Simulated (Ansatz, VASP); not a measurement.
**Si3IrRu: VASP beside Ansatz**

```xyz
10
Lattice="-4.5103 -0.0799 -0.0712 -0.1033 0.1559 -5.9057 -0.1367 -5.7691 0.1590" Properties=species:S:1:pos:R:3 pbc="T T T"
Si   -3.0372   -3.0414   -1.0220
Si   -4.0218   -0.3241   -0.8979
Si   -2.1694   -4.8786   -5.3073
Si   -5.0588   -1.9959   -5.3856
Si   -1.9025   -2.4477   -3.4389
Si   -4.8041    0.3225   -3.3510
Ru   -5.2574   -4.0039   -1.1338
Ru   -1.7920   -1.0157   -1.2484
Ir   -2.6933   -4.6309   -3.0544
Ir   -4.1504   -1.8823   -3.0244
```

Change from the starting cell: cell x2, atoms moved at random (sigma 0.1 Å) and cell strained at random (1.5 %), then relaxed without symmetry.

Alike in both runs: functional PBE; k mesh 6 × 4 × 4; occupations gaussian, width 0.2 eV; no spin polarisation.

Ansatz relaxed the structure, and its values are those at the end. VASP's run is a single point on that final structure, the one shown.

|  | VASP | Ansatz |
| --- | --- | --- |
| version | VASP 6.6.1 | Ansatz 0.2.0 |
| potentials or method | VASP PAW PBE potentials, release 64 (Si, Ru_pv, Ir), cutoff 520 eV | scalar-relativistic, plane waves, PAW |
| valence electrons in the cell | 70 | 90 |

|  | VASP | Ansatz | Ansatz less VASP |
| --- | --- | --- | --- |
| gap on the k mesh at the Fermi level (eV) | none | none | - |
| pressure (GPa) | 0.2 | 0.0 | -0.16 |
| rms of the force components (eV/Å) | 0.011 | 0.004 | -0.0068 |

A gap of «none» marks a metal or a gap that the smearing closes. VASP's potentials hold 70 valence electrons a cell and Ansatz's 90, so a difference there can come from the potentials and not from the codes.

Neither program's run includes spin-orbit coupling.
